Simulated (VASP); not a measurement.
# Sn3Te in VASP: notebook

Sn3Te is run at these levels: PBEsol; tasks: single point.

All numbers are computed with VASP 6.6.1; they aren't measurements. Logs are shortened: lines on timing, memory, paths and dates and some standing lists are left out, and cuts for length are marked.

**1. The cell of the first run**

The structure is cubic, space group Pm-3m (No. 221). Conventional cell: a = 4.930 Å, b = 4.930 Å, c = 4.930 Å, α = 90.00°, β = 90.00°, γ = 90.00°. Te (site symmetry m-3m) has 12 Sn at 3.49 Å within 4.6 Å. Sn (site symmetry 4/mmm) has 4 Te at 3.49 Å and 8 Sn at 3.49 Å within 4.6 Å.

**2. Single point, PBEsol (29.95 Å³/atom)**

File INCAR:

```
  ALGO = Normal
  EDIFF = 1E-6
  ENCUT = 520
  GGA = PS
  ISIF = 2
  ISMEAR = -1
  LASPH = True
  LCHARG = False
  LREAL = False
  LWAVE = False
  NBANDS = 32
  NELM = 80
  PREC = Accurate
  SIGMA = 0.05
```

File KPOINTS:

```
k-points
0
Gamma
  6 6 6
```

File POSCAR:

```
Sn3Te
1.0
    4.9296506847      0.0000000000      0.0000000000
    0.0000000000      4.9296506847      0.0000000000
    0.0000000000      0.0000000000      4.9296506847
Te Sn
1 3
Direct
    0.0000000000      0.0000000000      0.0000000000
    0.0000000000      0.5000000000      0.5000000000
    0.5000000000      0.0000000000      0.5000000000
    0.5000000000      0.5000000000      0.0000000000
```

Potentials or basis: VASP PAW PBE potentials, release 64 (Te, Sn_d).

The run is started by

```bash
$ cat potpaw_PBE.64/Te/POTCAR potpaw_PBE.64/Sn_d/POTCAR > POTCAR
$ mpirun -np 1 vasp_std > vasp.out
```

OUTCAR:

```text
EDIFF = 1E-6
   ENCUT = 520
   GGA = PS
   ISIF = 2
   ISMEAR = -1
   LASPH = True
   LREAL = False
   NELM = 80
   PREC = Accurate

 ion  position               nearest neighbor table
   1  0.000  0.000  0.000-   2 3.49   3 3.49   4 3.49   2 3.49   3 3.49   2 3.49   4 3.49   2 3.49
                             3 3.49   4 3.49   3 3.49   4 3.49
   2  0.000  0.500  0.500-   1 3.49   3 3.49   4 3.49   1 3.49   4 3.49   1 3.49   3 3.49   1 3.49
                             3 3.49   4 3.49   4 3.49   3 3.49
   3  0.500  0.000  0.500-   1 3.49   2 3.49   4 3.49   1 3.49   4 3.49   2 3.49   4 3.49   4 3.49
                             1 3.49   2 3.49   1 3.49   2 3.49
   4  0.500  0.500  0.000-   1 3.49   2 3.49   3 3.49   2 3.49   3 3.49   1 3.49   3 3.49   3 3.49
                             1 3.49   2 3.49   2 3.49   1 3.49

  LATTYP: Found a simple cubic cell.
 ALAT       =     4.9296506847

  Lattice vectors:

 A1 = (   4.9296506847,   0.0000000000,   0.0000000000)
 A2 = (   0.0000000000,   4.9296506847,   0.0000000000)
 A3 = (   0.0000000000,   0.0000000000,   4.9296506847)

Analysis of symmetry for initial positions (statically):
=====================================================================
 Subroutine PRICEL returns:
 Original cell was already a primitive cell.

 Routine SETGRP: Setting up the symmetry group for a
 simple cubic supercell.

 Subroutine GETGRP returns: Found 48 space group operations
 (whereof 48 operations were pure point group operations)
 out of a pool of 48 trial point group operations.

The static configuration has the point symmetry O_h .

Analysis of symmetry for dynamics (positions and initial velocities):
=====================================================================
 Subroutine PRICEL returns:
 Original cell was already a primitive cell.

 Routine SETGRP: Setting up the symmetry group for a
 simple cubic supercell.

 Subroutine GETGRP returns: Found 48 space group operations
 (whereof 48 operations were pure point group operations)
 out of a pool of 48 trial point group operations.

The dynamic configuration has the point symmetry O_h .

 Subroutine INISYM returns: Found 48 space group operations
 (whereof 48 operations are pure point group operations),
 and found     1 'primitive' translations

----------------------------------------------------------------------------------------

                                     Primitive cell

  volume of cell :     119.7977

  direct lattice vectors                    reciprocal lattice vectors
     4.929650685  0.000000000  0.000000000     0.202854130  0.000000000  0.000000000
     0.000000000  4.929650685  0.000000000     0.000000000  0.202854130  0.000000000
     0.000000000  0.000000000  4.929650685     0.000000000  0.000000000  0.202854130

  length of vectors
     4.929650685  4.929650685  4.929650685     0.202854130  0.202854130  0.202854130

  position of ions in fractional coordinates (direct lattice)
     0.000000000  0.000000000  0.000000000
     0.000000000  0.500000000  0.500000000
     0.500000000  0.000000000  0.500000000
     0.500000000  0.500000000  0.000000000

  ion indices of the primitive-cell ions
   primitive index   ion index
                 1           1
                 2           2
                 3           3
                 4           4

----------------------------------------------------------------------------------------

 KPOINTS: k-points

Automatic generation of k-mesh.
 Grid dimensions read from file:
 generate k-points for:    6    6    6

 Generating k-lattice:

  Cartesian coordinates                     Fractional coordinates (reciprocal lattice)
     0.033809022  0.000000000  0.000000000     0.166666667  0.000000000  0.000000000
     0.000000000  0.033809022  0.000000000     0.000000000  0.166666667  0.000000000
     0.000000000  0.000000000  0.033809022     0.000000000  0.000000000  0.166666667

  Length of vectors
     0.033809022  0.033809022  0.033809022

  Shift w.r.t. Gamma in fractional coordinates (k-lattice)
     0.000000000  0.000000000  0.000000000

 Subroutine IBZKPT returns following result:
 ===========================================

 Found     20 irreducible k-points:

 Following reciprocal coordinates:
            Coordinates               Weight
  0.000000  0.000000  0.000000      1.000000
  0.166667  0.000000  0.000000      6.000000
  0.333333  0.000000  0.000000      6.000000
  0.500000  0.000000  0.000000      3.000000
  0.166667  0.166667  0.000000     12.000000
  0.333333  0.166667  0.000000     24.000000
[... 12 lines left out ...]
  0.500000  0.500000  0.333333      6.000000
  0.500000  0.500000  0.500000      1.000000
   k-points           NKPTS =     20   k-points in BZ     NKDIM =     20   number of bands    NBANDS=     32
   number of dos      NEDOS =    301   number of ions     NIONS =      4
   total plane-waves  NPLWV =  64000
   dimension x,y,z NGX =    40 NGY =   40 NGZ =   40
   dimension x,y,z NGXF=    80 NGYF=   80 NGZF=   80
   ions per type =               1   3
   NGX,Y,Z   is equivalent  to a cutoff of  13.49, 13.49, 13.49 a.u.
   NGXF,Y,Z  is equivalent  to a cutoff of  26.98, 26.98, 26.98 a.u.
 SYSTEM =  unknown system
   PREC   = accura    normal or accurate (medium, high low for compatibility)
   ISTART =      0    job   : 0-new  1-cont  2-samecut
   ICHARG =      2    charge: 1-file 2-atom 10-const
   ISPIN  =      1    spin polarized calculation?
   LNONCOLLINEAR =      F non collinear calculations
   LSORBIT =      F    spin-orbit coupling
   LASPH  =      T    aspherical Exc in radial PAW
   ENCUT  =  520.0 eV  38.22 Ry    6.18 a.u.   9.17  9.17  9.17*2*pi/ulx,y,z
   NELM   =     80;   NELMIN=  2; NELMDL= -5     # of ELM steps
   EDIFF  = 0.1E-05   stopping-criterion for ELM
   LREAL  =      F    real-space projection
   EDIFFG = 0.1E-04   stopping-criterion for IOM
   NSW    =      0    number of steps for IOM
   IBRION =     -1    ionic relax: 0-MD 1-quasi-New 2-CG
   NFREE  =      0    steps in history (QN), initial steepest desc. (CG)
   ISIF   =      2    stress and relaxation
   ISYM   =      2    0-nonsym 1-usesym 2-fastsym
   POTIM  = 0.5000    time-step for ionic-motion
   TEBEG  =    0.0;   TEEND  =   0.0 temperature during run
   PSTRESS=    0.0 pullay stress
   NELECT =      48.0000    total number of electrons
   NUPDOWN=      -1.0000    fix difference up-down
   EMIN   =  10.00;   EMAX   =-10.00  energy-range for DOS
   EFERMI =   0.00;   METHOD = LEGACY
   ISMEAR =    -1;   SIGMA  =   0.05  broadening in eV -4-tet -1-fermi 0-gaus
   EFERMI_NEDOS =   21; number of points for ismear=-14 and -15
   IALGO  =     38    algorithm
   IMIX   =      4    mixing-type and parameters
     AMIX     =   0.40;   BMIX     =  1.00
     AMIX_MAG =   1.60;   BMIX_MAG =  1.00
  volume/ion in A,a.u.               =      29.95       202.11
  Fermi-wavevector in a.u.,A,eV,Ry     =   1.206903  2.280716 19.818454  1.456615
  Thomas-Fermi vector in A             =   2.342557
   LORBIT       =      0    0 simple, 1 ext, 2 COOP (PROOUT), +10 PAW based schemes
   GGA     = PS    functional components
   LHFCALC =     F    Hartree Fock is set to
   AEXX    =    0.0000 exact exchange contribution
   IVDW    =     0    specifies the selected vdW correction
   LEPSILON=     F    determine dielectric tensor
   LRPA    =     F    only Hartree local field effects (RPA)
 non-spin polarized calculation
  energy-cutoff  :      520.00
  volume of cell :      119.80
 maximum number of plane-waves:      3253
 NGX is ok and might be reduce to    40
   NGX = 19   NGY = 19   NGZ = 19

 number of electron      47.9999972 magnetization

 Free energy of the ion-electron system (eV)
  ---------------------------------------------------
  ext. energy  EPLUGINS =         0.00000000
  ---------------------------------------------------
  free energy    TOTEN  =       -15.98960914 eV

  energy without entropy =      -15.96650102  energy(sigma->0) =      -15.97805508

 E-fermi :   7.0287     XC(G=0): -10.0229

 val. band max:        7.0097602034   @ k =   0.1667   0.0000   0.0000
 cond. band min:       7.0547988909   @ k =   0.1667   0.0000   0.0000
 fundamental gap:      0.0450386875
 Fermi energy:         7.0286562593

 k-point     1 :       0.0000    0.0000    0.0000
  band No.  band energies     occupation
      1     -14.5105      2.00000
      2     -14.5105      2.00000
      3     -14.5105      2.00000
      4     -14.5002      2.00000
      5     -14.5002      2.00000
      6     -14.4695      2.00000
[... 24 lines left out ...]
     31      11.7138      0.00000
     32      12.1955      0.00000

 k-point     2 :       0.1667    0.0000    0.0000
  band No.  band energies     occupation
      1     -14.5083      2.00000
      2     -14.5013      2.00000
      3     -14.5013      2.00000
      4     -14.4995      2.00000
      5     -14.4946      2.00000
      6     -14.4632      2.00000
[... 24 lines left out ...]
     31      12.3333      0.00000
     32      12.3637      0.00000

 k-point     3 :       0.3333    0.0000    0.0000
  band No.  band energies     occupation
      1     -14.5031      2.00000
      2     -14.4984      2.00000
      3     -14.4804      2.00000
      4     -14.4802      2.00000
      5     -14.4802      2.00000
      6     -14.4606      2.00000
[... 24 lines left out ...]
     31      11.2293      0.00000
     32      12.6705      0.00000

 k-point     4 :       0.5000    0.0000    0.0000
  band No.  band energies     occupation
      1     -14.5001      2.00000
      2     -14.4978      2.00000
      3     -14.4705      2.00000
      4     -14.4705      2.00000
      5     -14.4695      2.00000
      6     -14.4637      2.00000
[... 514 lines left out ...]
     31      11.6336      0.00000
     32      14.7374      0.00000

 k-point    19 :       0.5000    0.5000    0.3333
  band No.  band energies     occupation
      1     -14.5056      2.00000
      2     -14.4940      2.00000
      3     -14.4940      2.00000
      4     -14.4897      2.00000
      5     -14.4555      2.00000
      6     -14.4548      2.00000
[... 24 lines left out ...]
     31      12.1506      0.00000
     32      14.8224      0.00000

 k-point    20 :       0.5000    0.5000    0.5000
  band No.  band energies     occupation
      1     -14.5100      2.00000
      2     -14.4957      2.00000
      3     -14.4957      2.00000
      4     -14.4957      2.00000
      5     -14.4590      2.00000
      6     -14.4590      2.00000
[... 24 lines left out ...]
     31      12.2300      0.00000
     32      14.5071      0.00000

------------------------ aborting loop because EDIFF is reached ----------------------------------------

  FORCE on cell =-STRESS in cart. coord.  units (eV):
  Direction    XX          YY          ZZ          XY          YZ          ZX
  --------------------------------------------------------------------------------------
  -------------------------------------------------------------------------------------
  Total       -2.8770468     -2.8770468     -2.8770468      0.0000000      0.0000000      0.0000000
  in kB      -38.4776970    -38.4776970    -38.4776970      0.0000000      0.0000000      0.0000000
  external PRESSURE =     -38.4776970 kB  Pullay stress =       0.0000000 kB

 VOLUME and BASIS-vectors are now :
 -----------------------------------------------------------------------------
  energy-cutoff  :      520.00
  volume of cell :      119.80
      direct lattice vectors                 reciprocal lattice vectors
     4.929650685  0.000000000  0.000000000     0.202854130  0.000000000  0.000000000
     0.000000000  4.929650685  0.000000000     0.000000000  0.202854130  0.000000000
     0.000000000  0.000000000  4.929650685     0.000000000  0.000000000  0.202854130

 POSITION                                       TOTAL-FORCE (eV/Angst)
 -----------------------------------------------------------------------------------
      0.00000      0.00000      0.00000         0.000000      0.000000      0.000000
      0.00000      2.46483      2.46483         0.000000      0.000000      0.000000
      2.46483      0.00000      2.46483         0.000000      0.000000      0.000000
      2.46483      2.46483      0.00000         0.000000      0.000000      0.000000
 -----------------------------------------------------------------------------------
    total drift:                               -0.000000     -0.000000     -0.000000

  FREE ENERGIE OF THE ION-ELECTRON SYSTEM (eV)
  ---------------------------------------------------
  free  energy   TOTEN  =       -15.9896091397 eV

  energy  without entropy=      -15.9665010186  energy(sigma->0) =      -15.97805508
```

Wall time 76 s (1 thread of Intel Xeon 8259CL, shared host); peak memory 0.27 GiB.

What came out:

* Free energy: -15.9896 eV
* Pressure: -3.8 GPa
* Band gap on the k mesh: zero (bands 24 and 25 overlap by 2.96 eV)

Caveat: the cell stands under tension; the PAW data sets were made with another functional, which shifts forces and pressure a little; spin-orbit coupling is left out, which moves the levels of the heavy elements.

**3. Single point, PBEsol (30.53 Å³/atom)**

This run uses another cell than the first one, of 30.53 Å³/atom.

File INCAR:

```
SYSTEM = Sn3Te
PREC     = Accurate       ! precision mode
ENCUT    = 520            ! plane-wave cutoff, eV
EDIFF    = 1E-6           ! SCF threshold, eV
ISMEAR   = -1             ! smearing method
SIGMA    = 0.05           ! smearing width, eV
LREAL    = .False.        ! projectors in reciprocal space
LASPH    = .True.         ! aspherical terms in the spheres
NELM     = 60             ! most SCF steps
ALGO     = Normal         ! electronic algorithm
ISIF     = 2              ! what is computed and relaxed
LWAVE    = .False.        ! write WAVECAR
LCHARG   = .False.        ! write CHGCAR
GGA      = PS             ! functional
NBANDS   = 32             ! bands
```

File KPOINTS:

```
Automatic mesh
0
Gamma
  6 6 6
  0 0 0
```

File POSCAR:

```
Sn3Te
1.0
    4.9610505803      0.0000000000      0.0000000000
    0.0000000000      4.9610505803      0.0000000000
    0.0000000000      0.0000000000      4.9610505803
Te Sn
1 3
Direct
    0.0000000000      0.0000000000      0.0000000000
    0.0000000000      0.5000000000      0.5000000000
    0.5000000000      0.0000000000      0.5000000000
    0.5000000000      0.5000000000      0.0000000000
```

Potentials or basis: VASP PAW PBE potentials, release 64 (Te, Sn_d).

The run is started by

```bash
$ cat potpaw_PBE.64/Te/POTCAR potpaw_PBE.64/Sn_d/POTCAR > POTCAR
$ mpirun -np 1 vasp_std > vasp.out
```

It took 1.7 min on 1 thread of Intel Xeon 8259CL, shared host; peak memory 0.27 GiB.

Results (log left out):

```yaml
Free_energy: -15.9305 eV
Pressure: -4.5 GPa
Band_gap_on_the_k_mesh: zero (bands 24 and 25 overlap by 2.88 eV)
```

Levels at points of the mesh, in eV from the Fermi level:
| k point | band 20 | band 21 | band 22 | band 23 | band 24 | band 25 | band 26 | band 27 | band 28 | band 29 |
| --- | --- | --- | --- | --- | --- | --- | --- | --- | --- | --- |
| (0.00, 0.00, 0.00) | -3.95 | -3.95 | -3.95 | 0.37 | 0.37 | 0.37 | 1.83 | 1.83 | 1.83 | 4.43 |
| (0.50, 0.00, 0.00) | -2.92 | -2.92 | -1.60 | -1.60 | -1.45 | -0.26 | 1.62 | 1.80 | 2.21 | 2.21 |
| (0.50, 0.50, 0.00) | -2.16 | -1.96 | -1.96 | -1.85 | -0.77 | -0.05 | -0.05 | 0.13 | 3.18 | 3.18 |
| (0.50, 0.50, 0.50) | -4.88 | -4.88 | -4.88 | -4.06 | 2.60 | 2.60 | 2.60 | 5.02 | 5.02 | 5.02 |

Caveat: the cell stands under tension; the PAW data sets were made with another functional, which shifts forces and pressure a little; spin-orbit coupling is left out, which moves the levels of the heavy elements.

(Continued in part 2 of 2.)

The gap in the log of VASP goes by the Fermi energy; the results here count the filled bands.